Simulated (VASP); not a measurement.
The system is MnSb.

```
Mn Sb
1.0
     4.15000    0.00000    0.00000
    -2.07500    3.59401    0.00000
     0.00000    0.00000    5.78000
Mn Sb
2 2
Direct
  0.00000 0.00000 0.00000
  0.00000 0.00000 0.50000
  0.33333 0.66667 0.25000
  0.66667 0.33333 0.75000
```

Program: VASP 6.6.1. Alike in all runs: task single point; potentials or basis VASP PAW PBE potentials, release 64 (Mn_pv, Sb); spin collinear, ferromagnetic start; cell as given; k mesh 9 × 9 × 6; cutoff (eV) 520.

**Question.** Order these runs on this cell by their pressure, lowest first.
A. level PBE; fixed moment (μB) 6.0; smearing gaussian 0.005 eV
B. level PBEsol; fixed moment (μB) 4.0; smearing fermi-dirac 0.1 eV
C. level PBEsol; fixed moment (μB) 5.33; smearing fermi-dirac 0.1 eV

**Answer.** B (-15.2 GPa), C (-11.7 GPa), A (-5.8 GPa).

Caveats: the cell stands under tension; the total moment is fixed, so each spin has its own Fermi level; only a ferromagnetic start was run, and an antiferromagnetic order may lie lower in energy; the PAW data sets were made with another functional, which shifts forces and pressure a little (at least some runs).
